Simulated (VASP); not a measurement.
# CrO2 (P4_2/mnm) in VASP: single point with PBE

Aim: the single point of CrO2 with PBE.

Program: VASP 6.6.1. These are calculated values, not measurements. Logs are shortened: lines on timing, memory, paths and dates and some standing lists are left out, and cuts for length are marked.

## 1. The cell of the first run

Symmetry: P4_2/mnm, No. 136, tetragonal system. The conventional cell has a = 4.444 Å, b = 4.444 Å, c = 2.922 Å, α = 90.00°, β = 90.00°, γ = 90.00°. Cr (site symmetry mmm) has 6 O at 1.91 Å within 2.5 Å. Within 2.5 Å of O (site symmetry m2m) lie 3 Cr at 1.91 Å and 1 O at 2.47 Å.

## 2. Single point, PBE, collinear spin, ferromagnetic start

INCAR reads:

```
SYSTEM = CrO2
PREC = Accurate ; ENCUT = 520
EDIFF = 1E-6 ; ISMEAR = 0
SIGMA = 0.05 ; LREAL = .FALSE.
LASPH = .TRUE. ; NELM = 150
ALGO = Normal ; ISIF = 2
LWAVE = .FALSE. ; LCHARG = .FALSE.
ISPIN = 2 ; MAGMOM = 2 2 0 0 0 0
LORBIT = 11 ; LMAXMIX = 4
GGA = PE ; NBANDS = 37
```

KPOINTS reads:

```
Automatic mesh
0
G
  6 6 10
  0 0 0
```

POSCAR reads:

```
CrO2
1.0
    4.4439090576      0.0000000000      0.0000000000
    0.0000000000      4.4439090576      0.0000000000
    0.0000000000      0.0000000000      2.9217460561
Cr O
2 4
Direct
    0.0000000000      0.0000000000      0.0000000000
    0.5000000000      0.5000000000      0.5000000000
    0.3036626104      0.3036626104      0.0000000000
    0.1963373896      0.8036626104      0.5000000000
    0.6963373896      0.6963373896      0.0000000000
    0.8036626104      0.1963373896      0.5000000000
```

Potentials or basis: VASP PAW PBE potentials, release 64 (Cr_pv, O).

On the command line:

```bash
$ cat potpaw_PBE.64/Cr_pv/POTCAR potpaw_PBE.64/O/POTCAR > POTCAR
$ mpirun -np 1 vasp_std > vasp.out
```

OUTCAR:

```text
SYSTEM = CrO2
   PREC = Accurate
   ENCUT = 520
   EDIFF = 1E-6
   ISMEAR = 0
   LREAL = .FALSE.
   LASPH = .TRUE.
   NELM = 150
   ISIF = 2
   ISPIN = 2
   LORBIT = 11
   GGA = PE

 ion  position               nearest neighbor table
   1  0.000  0.000  0.000-   3 1.91   5 1.91   4 1.91   6 1.91   4 1.91   6 1.91
   2  0.500  0.500  0.500-   4 1.91   6 1.91   5 1.91   3 1.91   3 1.91   5 1.91
   3  0.304  0.304  0.000-   1 1.91   2 1.91   2 1.91
   4  0.196  0.804  0.500-   2 1.91   1 1.91   1 1.91
   5  0.696  0.696  0.000-   1 1.91   2 1.91   2 1.91
   6  0.804  0.196  0.500-   2 1.91   1 1.91   1 1.91

  LATTYP: Found a simple tetragonal cell.
 ALAT       =     4.4439090576
 C/A-ratio  =     0.6574720630

  Lattice vectors:

 A1 = (   4.4439090576,   0.0000000000,   0.0000000000)
 A2 = (   0.0000000000,   4.4439090576,   0.0000000000)
 A3 = (   0.0000000000,   0.0000000000,   2.9217460561)

Analysis of symmetry for initial positions (statically):
=====================================================================
 Subroutine PRICEL returns:
 Original cell was already a primitive cell.

 Routine SETGRP: Setting up the symmetry group for a
 simple tetragonal supercell.

 Subroutine GETGRP returns: Found 16 space group operations
 (whereof  8 operations were pure point group operations)
 out of a pool of 16 trial point group operations.

The static configuration has the point symmetry D_2h.
 The point group associated with its full space group is D_4h.

Analysis of symmetry for dynamics (positions and initial velocities):
=====================================================================
 Subroutine PRICEL returns:
 Original cell was already a primitive cell.

 Routine SETGRP: Setting up the symmetry group for a
 simple tetragonal supercell.

 Subroutine GETGRP returns: Found 16 space group operations
 (whereof  8 operations were pure point group operations)
 out of a pool of 16 trial point group operations.

The dynamic configuration has the point symmetry D_2h.
 The point group associated with its full space group is D_4h.

Analysis of structural, dynamic, and magnetic symmetry:
=====================================================================
 Subroutine PRICEL returns:
 Original cell was already a primitive cell.

 Routine SETGRP: Setting up the symmetry group for a
 simple tetragonal supercell.

 Subroutine GETGRP returns: Found 16 space group operations
 (whereof  8 operations were pure point group operations)
 out of a pool of 16 trial point group operations.

The overall configuration has the point symmetry D_2h.
 The point group associated with its full space group is D_4h.

 Subroutine INISYM returns: Found 16 space group operations
 (whereof  8 operations are pure point group operations),
 and found     1 'primitive' translations

----------------------------------------------------------------------------------------

                                     Primitive cell

  volume of cell :      57.6996

  direct lattice vectors                    reciprocal lattice vectors
     4.443909058  0.000000000  0.000000000     0.225027107  0.000000000  0.000000000
     0.000000000  4.443909058  0.000000000     0.000000000  0.225027107  0.000000000
     0.000000000  0.000000000  2.921746056     0.000000000  0.000000000  0.342261093

  length of vectors
     4.443909058  4.443909058  2.921746056     0.225027107  0.225027107  0.342261093

  position of ions in fractional coordinates (direct lattice)
     0.000000000  0.000000000  0.000000000
     0.500000000  0.500000000  0.500000000
     0.303662610  0.303662610  0.000000000
     0.196337390  0.803662610  0.500000000
     0.696337390  0.696337390  0.000000000
     0.803662610  0.196337390  0.500000000

  ion indices of the primitive-cell ions
   primitive index   ion index
                 1           1
                 2           2
                 3           3
                 4           4
                 5           5
                 6           6

----------------------------------------------------------------------------------------

 KPOINTS: Automatic mesh

Automatic generation of k-mesh.
 Grid dimensions read from file:
 generate k-points for:    6    6   10

 Generating k-lattice:

  Cartesian coordinates                     Fractional coordinates (reciprocal lattice)
     0.037504518  0.000000000  0.000000000     0.166666667  0.000000000  0.000000000
     0.000000000  0.037504518  0.000000000     0.000000000  0.166666667  0.000000000
     0.000000000  0.000000000  0.034226109     0.000000000  0.000000000  0.100000000

  Length of vectors
     0.037504518  0.037504518  0.034226109

  Shift w.r.t. Gamma in fractional coordinates (k-lattice)
     0.000000000  0.000000000  0.000000000

 Subroutine IBZKPT returns following result:
 ===========================================

 Found     60 irreducible k-points:

 Following reciprocal coordinates:
            Coordinates               Weight
  0.000000  0.000000  0.000000      1.000000
  0.166667  0.000000  0.000000      4.000000
  0.333333  0.000000  0.000000      4.000000
  0.500000  0.000000  0.000000      2.000000
  0.166667  0.166667  0.000000      4.000000
  0.333333  0.166667  0.000000      8.000000
[... 16 lines left out ...]
  0.333333  0.000000  0.200000      8.000000
  0.500000  0.000000  0.200000      4.000000
 [... further k-points ...]
   k-points           NKPTS =     60   k-points in BZ     NKDIM =     60   number of bands    NBANDS=     37
   number of dos      NEDOS =    301   number of ions     NIONS =      6
   total plane-waves  NPLWV =  31104
   dimension x,y,z NGX =    36 NGY =   36 NGZ =   24
   dimension x,y,z NGXF=    72 NGYF=   72 NGZF=   48
   ions per type =               2   4
   NGX,Y,Z   is equivalent  to a cutoff of  13.47, 13.47, 13.66 a.u.
   NGXF,Y,Z  is equivalent  to a cutoff of  26.94, 26.94, 27.31 a.u.
 SYSTEM =  CrO2
   PREC   = accura    normal or accurate (medium, high low for compatibility)
   ISTART =      0    job   : 0-new  1-cont  2-samecut
   ICHARG =      2    charge: 1-file 2-atom 10-const
   ISPIN  =      2    spin polarized calculation?
   LNONCOLLINEAR =      F non collinear calculations
   LSORBIT =      F    spin-orbit coupling
   LASPH  =      T    aspherical Exc in radial PAW
   ENCUT  =  520.0 eV  38.22 Ry    6.18 a.u.   8.26  8.26  5.43*2*pi/ulx,y,z
   NELM   =    150;   NELMIN=  2; NELMDL= -5     # of ELM steps
   EDIFF  = 0.1E-05   stopping-criterion for ELM
   LREAL  =      F    real-space projection
[... 7 lines left out ...]
   TEBEG  =    0.0;   TEEND  =   0.0 temperature during run
   PSTRESS=    0.0 pullay stress
   NELECT =      48.0000    total number of electrons
   NUPDOWN=      -1.0000    fix difference up-down
   EMIN   =  10.00;   EMAX   =-10.00  energy-range for DOS
   EFERMI =   0.00;   METHOD = LEGACY
   ISMEAR =     0;   SIGMA  =   0.05  broadening in eV -4-tet -1-fermi 0-gaus
   EFERMI_NEDOS =   21; number of points for ismear=-14 and -15
   IALGO  =     38    algorithm
   IMIX   =      4    mixing-type and parameters
     AMIX     =   0.40;   BMIX     =  1.00
     AMIX_MAG =   1.60;   BMIX_MAG =  1.00
  volume/ion in A,a.u.               =       9.62        64.90
  Fermi-wavevector in a.u.,A,eV,Ry     =   1.539682  2.909577 32.254244  2.370620
  Thomas-Fermi vector in A             =   2.645875
   LORBIT       =     11    0 simple, 1 ext, 2 COOP (PROOUT), +10 PAW based schemes
   GGA     = PE    functional components
   LHFCALC =     F    Hartree Fock is set to
   AEXX    =    0.0000 exact exchange contribution
   IVDW    =     0    specifies the selected vdW correction
   LEPSILON=     F    determine dielectric tensor
   LRPA    =     F    only Hartree local field effects (RPA)
 spin polarized calculation
 Gauss-broadening in eV      SIGMA  =   0.05
  energy-cutoff  :      520.00
  volume of cell :       57.70
 maximum number of plane-waves:      1576
 NGX is ok and might be reduce to    36
   NGX = 17   NGY = 17   NGZ = 11

 number of electron      48.0000003 magnetization       3.9997524

 Free energy of the ion-electron system (eV)
  ---------------------------------------------------
  ext. energy  EPLUGINS =         0.00000000
  ---------------------------------------------------
  free energy    TOTEN  =       -50.35612439 eV

  energy without entropy =      -50.35514854  energy(sigma->0) =      -50.35563646

 E-fermi :   5.5010     XC(G=0): -11.8390

 val. band max:        5.4825410502   @ k =   0.0000   0.0000   0.5000
 cond. band min:       5.5061024488   @ k =   0.5000   0.5000   0.4000
 fundamental gap:      0.0235613987
 Fermi energy:         5.5010330641

 spin component 1

 k-point     1 :       0.0000    0.0000    0.0000
  band No.  band energies     occupation
      1     -39.4021      1.00000
      2     -39.4021      1.00000
      3     -39.2755      1.00000
      4     -39.2755      1.00000
      5     -39.2030      1.00000
      6     -39.1898      1.00000
[... 28 lines left out ...]
     35      12.9426      0.00000
     36      16.3378      0.00000

 k-point     2 :       0.1667    0.0000    0.0000
  band No.  band energies     occupation
      1     -39.4011      1.00000
      2     -39.4011      1.00000
      3     -39.2767      1.00000
      4     -39.2766      1.00000
      5     -39.2021      1.00000
      6     -39.1907      1.00000
[... 28 lines left out ...]
     35      13.3239      0.00000
     36      16.3387      0.00000
[... 817 lines left out ...]
     35      15.1938      0.00000
     36      17.0816      0.00000

 k-point    24 :       0.5000    0.0000    0.2000
  band No.  band energies     occupation
      1     -39.3949      1.00000
      2     -39.3949      1.00000
      3     -39.2719      1.00000
      4     -39.2719      1.00000
      5     -39.2491      1.00000
      6     -39.2491      1.00000
[... 28 lines left out ...]
     35      16.1822      0.00000
     36      16.1822      0.00000

 [... further k-points ...]

 spin component 2

 k-point     1 :       0.0000    0.0000    0.0000
  band No.  band energies     occupation
      1     -37.3757      1.00000
      2     -37.3757      1.00000
      3     -37.0241      1.00000
      4     -37.0241      1.00000
      5     -36.8384      1.00000
      6     -36.8225      1.00000
[... 28 lines left out ...]
     35      13.3748      0.00000
     36      16.7604      0.00000

 k-point     2 :       0.1667    0.0000    0.0000
  band No.  band energies     occupation
      1     -37.3752      1.00000
      2     -37.3752      1.00000
      3     -37.0248      1.00000
      4     -37.0247      1.00000
      5     -36.8373      1.00000
      6     -36.8236      1.00000
[... 28 lines left out ...]
     35      13.6217      0.00000
     36      16.7235      0.00000
[... 817 lines left out ...]
     35      15.3888      0.00000
     36      17.3008      0.00000

 k-point    24 :       0.5000    0.0000    0.2000
  band No.  band energies     occupation
      1     -37.3698      1.00000
      2     -37.3698      1.00000
      3     -37.0154      1.00000
      4     -37.0154      1.00000
      5     -36.8925      1.00000
      6     -36.8925      1.00000
[... 28 lines left out ...]
     35      16.3627      0.00000
     36      16.3627      0.00000

 [... further k-points ...]

 [bands above 36 left out]

------------------------ aborting loop because EDIFF is reached ----------------------------------------

  FORCE on cell =-STRESS in cart. coord.  units (eV):
  Direction    XX          YY          ZZ          XY          YZ          ZX
  --------------------------------------------------------------------------------------
  -------------------------------------------------------------------------------------
  Total        0.1861007      0.1861007      0.2850707      0.0000000      0.0000000      0.0000000
  in kB        5.1675644      5.1675644      7.9157189      0.0000000      0.0000000      0.0000000
  external PRESSURE =       6.0836159 kB  Pullay stress =       0.0000000 kB

 VOLUME and BASIS-vectors are now :
 -----------------------------------------------------------------------------
  energy-cutoff  :      520.00
  volume of cell :       57.70
      direct lattice vectors                 reciprocal lattice vectors
     4.443909058  0.000000000  0.000000000     0.225027107  0.000000000  0.000000000
     0.000000000  4.443909058  0.000000000     0.000000000  0.225027107  0.000000000
     0.000000000  0.000000000  2.921746056     0.000000000  0.000000000  0.342261093

 POSITION                                       TOTAL-FORCE (eV/Angst)
 -----------------------------------------------------------------------------------
      0.00000      0.00000      0.00000         0.000000      0.000000     -0.000000
      2.22195      2.22195      1.46087         0.000000      0.000000     -0.000000
      1.34945      1.34945      0.00000        -0.014929     -0.014929     -0.000000
      0.87251      3.57140      1.46087         0.014929     -0.014929     -0.000000
      3.09446      3.09446      0.00000         0.014929      0.014929      0.000000
      3.57140      0.87251      1.46087        -0.014929      0.014929      0.000000
 -----------------------------------------------------------------------------------
    total drift:                                0.000000      0.000000     -0.000000

  FREE ENERGIE OF THE ION-ELECTRON SYSTEM (eV)
  ---------------------------------------------------
  free  energy   TOTEN  =       -50.3561243868 eV

  energy  without entropy=      -50.3551485354  energy(sigma->0) =      -50.35563646

 total charge

# of ion       s       p       d       tot
------------------------------------------
    1        0.362   6.455   4.015  10.832
    2        0.362   6.455   4.015  10.832
    3        1.572   3.458   0.000   5.030
    4        1.572   3.458   0.000   5.030
    5        1.572   3.458   0.000   5.030
    6        1.572   3.458   0.000   5.030
--------------------------------------------------
tot          7.011  26.742   8.030  41.783

 magnetization (x)

# of ion       s       p       d       tot
------------------------------------------
    1        0.024   0.032   2.051   2.106
    2        0.024   0.032   2.051   2.106
    3       -0.003  -0.075   0.000  -0.078
    4       -0.003  -0.075   0.000  -0.078
    5       -0.003  -0.075   0.000  -0.078
    6       -0.003  -0.075   0.000  -0.078
--------------------------------------------------
tot          0.038  -0.238   4.101   3.900
```

Run time: 2.8 min. Hardware: 1 thread of Intel Xeon Platinum 8488C (Sapphire Rapids), shared host; peak memory 0.31 GiB.

What came out:

| Property | Result |
| --- | --- |
| Free energy | -50.3561 eV |
| Pressure | 0.6 GPa |
| Largest force | 0.021 eV/Å |
| Band gap on the k mesh | zero (filled and empty bands overlap) |
| Net moment | 4.00 μB per cell |
| Site moments | Cr +2.11; O -0.08 μB |
| Valence electrons inside the program's atomic spheres | Cr 10.83; O 5.03 |

Forces in eV/Å, atoms in the order of the input:
```
Cr   0.000  0.000  0.000
Cr   0.000  0.000  0.000
O   -0.015 -0.015  0.000
O    0.015 -0.015  0.000
O    0.015  0.015  0.000
O   -0.015  0.015  0.000
```

Levels at points of the mesh, in eV from the Fermi level:
Spin up:
| k point | band 23 | band 24 | band 25 | band 26 | band 27 | band 28 | band 29 | band 30 |
| --- | --- | --- | --- | --- | --- | --- | --- | --- |
| (0.00, 0.00, 0.00) | -1.17 | -1.12 | -1.12 | -1.09 | -0.52 | 1.08 | 1.18 | 3.80 |
| (0.50, 0.00, 0.00) | -0.76 | -0.76 | -0.33 | -0.33 | 0.36 | 0.36 | 3.26 | 3.26 |
| (0.50, 0.50, 0.00) | -1.45 | -1.45 | -1.10 | -1.10 | 0.90 | 0.90 | 2.68 | 2.68 |
| (0.00, 0.00, 0.50) | -0.69 | -0.69 | -0.02 | -0.02 | 0.77 | 0.77 | 2.42 | 2.42 |
| (0.50, 0.00, 0.50) | -1.42 | -1.42 | -0.69 | -0.69 | 0.94 | 0.94 | 1.65 | 1.65 |
| (0.50, 0.50, 0.50) | -0.69 | -0.69 | -0.24 | -0.24 | 0.10 | 0.10 | 2.96 | 2.96 |
Spin down:
| k point | band 19 | band 20 | band 21 | band 22 | band 23 | band 24 | band 25 | band 26 |
| --- | --- | --- | --- | --- | --- | --- | --- | --- |
| (0.00, 0.00, 0.00) | -1.68 | -1.34 | -1.34 | -0.91 | 0.99 | 0.99 | 1.23 | 1.23 |
| (0.50, 0.00, 0.00) | -2.80 | -2.80 | -1.70 | -1.70 | 1.64 | 1.64 | 1.80 | 1.80 |
| (0.50, 0.50, 0.00) | -2.48 | -2.48 | -2.13 | -2.13 | 1.00 | 1.00 | 1.25 | 1.25 |
| (0.00, 0.00, 0.50) | -3.49 | -3.49 | -2.55 | -2.55 | 1.66 | 1.66 | 2.13 | 2.13 |
| (0.50, 0.00, 0.50) | -3.07 | -3.07 | -2.02 | -2.02 | 0.72 | 0.72 | 2.16 | 2.16 |
| (0.50, 0.50, 0.50) | -2.32 | -2.32 | -1.63 | -1.63 | 1.32 | 1.32 | 2.00 | 2.00 |

Caveat: semilocal functionals often make such compounds metallic where correlation or magnetic order opens a gap, which also shifts bond lengths; only a ferromagnetic start was run, and an antiferromagnetic order may lie lower in energy.
